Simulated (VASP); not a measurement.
The system is CoSi.

```
Co Si
1.0
     2.78133    0.00000    0.00000
     0.00000    2.78133    0.00000
     0.00000    0.00000    2.78133
Co Si
1 1
Direct
  0.00000 0.00000 0.00000
  0.50000 0.50000 0.50000
```

Program: VASP 6.6.1. Alike in all runs: task single point; potentials or basis VASP PAW PBE potentials, release 64 (Co, Si); spin collinear, ferromagnetic start; cell as given.

Question: Order these runs on this cell by their pressure, lowest first.
A. level PBE+U; U Co d U = 8 eV; k mesh 6 × 6 × 6; cutoff (eV) 400; smearing gaussian 0.03 eV; tolerance level standard; purpose a run that is hard to end
B. level r2SCANh; k mesh 5 × 5 × 5; cutoff (eV) 520; smearing fermi-dirac 0.05 eV; dipole correction no; grid for exact exchange (PRECFOCK) Normal; share of exact exchange 0.1
C. level r2SCAN50; k mesh 5 × 5 × 5; cutoff (eV) 520; smearing fermi-dirac 0.05 eV; dipole correction no; grid for exact exchange (PRECFOCK) Normal; share of exact exchange 0.5
D. level r2SCAN0; k mesh 5 × 5 × 5; cutoff (eV) 520; smearing fermi-dirac 0.05 eV; dipole correction no; grid for exact exchange (PRECFOCK) Normal; share of exact exchange 0.25

Answer: C (-8.6 GPa), D (-6.9 GPa), B (-4.1 GPa), A (0.5 GPa).

Caveats: all runs use coarse meshes; the PAW data sets were made with another functional, which shifts forces and pressure a little (at least some runs); the U is typed as a test and isn't derived for this compound (at least some runs).
